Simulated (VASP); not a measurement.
## BaTe: single point with PBEsol

Crystal: BaTe.

```
CELL_PARAMETERS angstrom
3.48873 3.48873 0.00000
-3.48873 3.48873 0.00000
0.00000 3.48873 3.46096
ATOMIC_POSITIONS crystal
Ba 0.00000 0.00000 0.00000
Te 0.50000 0.50000 0.00000
```

This cell differs from its parent crystal: in-plane strain +0.005.

| Property | Result |
| --- | --- |
| Program | VASP 6.6.1 |
| Task | single point |
| Functional | PBEsol |
| Potentials or basis | VASP PAW PBE potentials, release 64 (Ba_sv, Te) |
| Cutoff | 520 eV |
| k mesh | 6 × 6 × 6 |
| Occupations | gaussian, width 0.01 eV |
| Spin | no spin polarisation |

```yaml
Pressure: 0.1 GPa
Band_gap_on_the_k_mesh: 1.37 eV, indirect (least direct gap 1.76 eV)
```

Stress tensor (GPa, compression positive):
```
-0.04  0.00  0.00
 0.00 -0.04  0.00
 0.00  0.00  0.53
```

Levels at points of the mesh, in eV from the valence-band top:
```
           k point  band 4  band 5  band 6  band 7  band 8  band 9  band 10  band 11  band 12  band 13
(0.00, 0.00, 0.00)  -12.09   -9.63   -0.02   -0.02    0.00    2.80     2.82     2.82     2.87     3.48
(0.50, 0.00, 0.00)  -12.11   -8.83   -2.35   -1.20   -1.19    4.08     4.72     4.86     4.88     6.89
(0.50, 0.50, 0.00)  -12.18   -9.42   -1.19   -0.41   -0.39    1.37     4.41     4.61     5.62     5.74
(0.00, 0.00, 0.50)  -12.19   -9.42   -1.15   -0.42   -0.42    1.37     4.44     4.59     5.64     5.76
```

It took 41 s on 1 thread of Intel(R) Xeon(R) Platinum 8259CL CPU @ 2.50GHz (Skylake/Cascade Lake) (shared host), peak memory 0.25 GiB.

Caveat: the cell differs from its parent crystal (in-plane strain +0.005); the PAW data sets were made with another functional, which shifts forces and pressure a little; spin-orbit coupling is left out, which moves the levels of the heavy elements. A k mesh can miss the band edges.
